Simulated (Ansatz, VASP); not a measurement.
# CsCl in VASP and in Ansatz

```
CELL_PARAMETERS angstrom
4.13683 0.00000 0.00000
0.00000 4.13683 0.00000
0.00000 0.00000 4.13683
ATOMIC_POSITIONS crystal
Cs 0.00000 0.00000 0.00000
Cl 0.50000 0.50000 0.50000
```

Alike in both runs: task single point; functional PBE; k mesh 6 × 6 × 6; no spin polarisation.

|  | VASP | Ansatz |
| --- | --- | --- |
| version | VASP 6.6.1 | Ansatz 0.2.0 |
| potentials or method | VASP PAW PBE potentials, release 64 (Cs_sv, Cl) | plane waves, PAW |
| plane-wave cutoff (eV) | 500 | 420 |
| occupations | gaussian, width 0.01 eV | fixed |
| valence electrons in the cell | 16 | 16 |

|  | VASP | Ansatz | Ansatz less VASP |
| --- | --- | --- | --- |
| gap on the k mesh at the Fermi level (eV) | 5.21 | 5.23 | +0.011 |
| pressure (GPa) | 0.8 | 0.8 | -0.02 |

Spin-orbit coupling is off throughout.
